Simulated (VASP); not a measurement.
Write the native input for VASP 6.6.1 that does the following.

- Task: single point
- Functional: PBE
- Potentials or basis: VASP PAW PBE potentials, release 64 (Hf_pv, Cl)
- Cutoff: 500 eV
- k mesh: 4 × 4 × 3
- Occupations: gaussian, width 0.2 eV
- Spin: no spin polarisation
- Dipole correction: no
- Further INCAR settings: ALGO = Normal; EDIFF = 1e-06; NBANDS = 40

The structure of Hf4Cl3 lies in POSCAR:

```
Hf4Cl3
1.0
    3.4935622987     -4.5935651661      0.0000000000
    3.4935622987      4.5935651661      0.0000000000
    0.0000000000      0.0000000000      5.8932851997
Hf Cl
4 3
Direct
    0.7140738877      0.7140738877      0.2356313859
    0.2859261123      0.2859261123      0.2356313859
    0.2859261123      0.2859261123      0.7643686141
    0.7140738877      0.7140738877      0.7643686141
    0.6680669307      0.3319330693      0.5000000000
    0.3319330693      0.6680669307      0.5000000000
    0.0000000000      0.0000000000      0.5000000000
```

The cell was built from a structure type or drawn by symmetry, and may not be a known phase.

One way to write it, as run:

INCAR

```
SYSTEM = Hf4Cl3
PREC     = Accurate       ! precision mode
ENCUT    = 500            ! plane-wave cutoff, eV
EDIFF    = 1E-6           ! SCF threshold, eV
ISMEAR   = 0              ! smearing method
SIGMA    = 0.2            ! smearing width, eV
LREAL    = .FALSE.        ! projectors in reciprocal space
LASPH    = .TRUE.         ! aspherical terms in the spheres
NELM     = 120            ! most SCF steps
ALGO     = Normal         ! electronic algorithm
ISIF     = 2              ! what is computed and relaxed
LWAVE    = .FALSE.        ! write WAVECAR
LCHARG   = .FALSE.        ! write CHGCAR
GGA      = PE             ! functional
NBANDS   = 40             ! bands
GGA_COMPAT= .FALSE.
```

KPOINTS

```
Automatic mesh
0
G
  4 4 3
  0 0 0
```

Potentials or basis: VASP PAW PBE potentials, release 64 (Hf_pv, Cl).

Run with:

```sh
$ cat potpaw_PBE.64/Hf_pv/POTCAR potpaw_PBE.64/Cl/POTCAR > POTCAR
$ mpirun -np 1 vasp_std > vasp.out
```

It gave:

```yaml
Pressure: -0.2 GPa
Largest_force: 0.079 eV/Å
Band_gap_on_the_k_mesh: zero (an odd number of electrons rules out a gap without spin polarisation)
```

Caveat: spin-orbit coupling is left out, which moves the levels of the heavy elements; an odd number of electrons without spin polarisation forces a metal; a magnetic or distorted state may lie lower.

Run time: 54 s on 1 thread of Intel(R) Xeon(R) 6975P-C (Granite Rapids), on a shared host, peak memory 0.3 GiB.
